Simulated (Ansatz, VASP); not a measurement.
HfN: VASP beside Ansatz

File INCAR:

```
PREC = Accurate ; ENCUT = 520
EDIFF = 1E-7 ; ISMEAR = -1
SIGMA = 0.03 ; LREAL = False
LASPH = True ; NELM = 60
ALGO = Normal ; ISIF = 2
LWAVE = False ; LCHARG = True
GGA = CA ; LELF = True
LVHAR = True ; NBANDS = 14
```

The input KPOINTS:

```
Automatic mesh
0
Gamma
  10 10 10
```

POSCAR

```
HfN
1.0
    0.0000000000      2.2514447596      2.2514447596
    2.2514447596      0.0000000000      2.2514447596
    2.2514447596      2.2514447596      0.0000000000
Hf N
1 1
Direct
    0.0000000000      0.0000000000      0.0000000000
    0.5000000000      0.5000000000      0.5000000000
```

Input for Ansatz:

```yaml
crystal:
  lattice:
    - [0.0, 2.2514447596, 2.2514447596]
    - [2.2514447596, 0.0, 2.2514447596]
    - [2.2514447596, 2.2514447596, 0.0]
  atoms:
    - { symbol: Hf, position: [0.0, 0.0, 0.0] }
    - { symbol: "N", position: [0.5, 0.5, 0.5] }
kpoints:
  mp_grid: { grid: [10, 10, 10] }
  band_path:
    path:
      - [0.0, 0.0, 0.0]
      - [0.5, 0.0, 0.5]
      - [0.625, 0.25, 0.625]
      - [0.375, 0.375, 0.75]
      - [0.0, 0.0, 0.0]
      - [0.5, 0.5, 0.5]
      - [0.5, 0.25, 0.75]
      - [0.5, 0.0, 0.5]
    npoints: 5
scf:
  occupations: { method: fermi_dirac, width: 0.03 }
hamiltonian:
  xc: lda
  pseudopotentials: { kind: all_electron, lapw: { basis_error: 0.001 } }
output:
  forces: true
  stress: true
  eigenvalues: true
```

Change from the starting cell: volume scaled by 0.99.

Alike in both runs: task single point; functional LDA; k mesh 10 × 10 × 10; occupations fermi-dirac, width 0.03 eV; no spin polarisation.

|  | VASP | Ansatz |
| --- | --- | --- |
| version | VASP 6.6.1 | Ansatz 0.2.0 |
| potentials or method | VASP PAW LDA potentials, release 64 (Hf_pv, N), cutoff 520 eV | all-electron LAPW, scalar-relativistic |

```csv
,VASP,Ansatz,Ansatz less VASP
pressure (GPa),-7.9,-6.6,+1.34
```

LDA's correlation is that of Perdew and Zunger in VASP and of Perdew and Wang (1992) in Ansatz. Ansatz ran all-electron here, and VASP with PAW potentials.

Spin-orbit coupling is off throughout.
